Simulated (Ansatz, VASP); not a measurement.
# Two plane-wave programs on PbS

File INCAR:

```
PREC = Accurate
ENCUT = 500
EDIFF = 1E-6
ISMEAR = -1
SIGMA = 0.02
LREAL = False
LASPH = True
NELM = 120
ALGO = Normal
ISIF = 2
LWAVE = False
LCHARG = False
GGA = PE
NBANDS = 17
GGA_COMPAT = False
```

The input KPOINTS:

```
Automatic mesh
0
Gamma
  8 8 8
```

The input POSCAR:

```
PbS
1.0
    0.0000000000      2.9573603494      2.9573603494
    2.9573603494      0.0000000000      2.9573603494
    2.9573603494      2.9573603494      0.0000000000
Pb S
1 1
Direct
    0.0000000000      0.0000000000      0.0000000000
    0.5000000000      0.5000000000      0.5000000000
```

Input for Ansatz:

```yaml
crystal:
  lattice:
    - [0.0, 2.9573603494, 2.9573603494]
    - [2.9573603494, 0.0, 2.9573603494]
    - [2.9573603494, 2.9573603494, 0.0]
  atoms:
    - { symbol: Pb, position: [0.0, 0.0, 0.0] }
    - { symbol: S, position: [0.5, 0.5, 0.5] }
kpoints:
  mp_grid: { grid: [8, 8, 8] }
  band_path:
    path:
      - [0.0, 0.0, 0.0]
      - [0.5, 0.0, 0.5]
      - [0.625, 0.25, 0.625]
      - [0.375, 0.375, 0.75]
      - [0.5, 0.5, 0.5]
      - [0.5, 0.25, 0.75]
      - [0.0, 0.0, 0.5]
    npoints: 1
hamiltonian:
  xc: pbe
scf:
  occupations: { method: fermi_dirac, width: 0.02 }
  n_extra_bands: 4
output:
  forces: true
  stress: true
  eigenvalues: true
  write_density: true
  write_potential: true
  elf: true
  volumetric_format: npy
```

Change from the starting cell: hydrostatic strain -1.0%.

Alike in both runs: task single point; functional PBE; k mesh 8 × 8 × 8; occupations fermi-dirac, width 0.02 eV; no spin polarisation.

|  | VASP | Ansatz |
| --- | --- | --- |
| version | VASP 6.6.1 | Ansatz 0.2.0 |
| potentials or method | VASP PAW PBE potentials, release 64 (Pb_d, S) | plane waves, PAW |
| plane-wave cutoff (eV) | 500 | 420 |
| valence electrons in the cell | 20 | 20 |

|  | VASP | Ansatz | Ansatz less VASP |
| --- | --- | --- | --- |
| pressure (GPa) | 2.7 | 2.8 | +0.09 |

Neither program's run includes spin-orbit coupling.
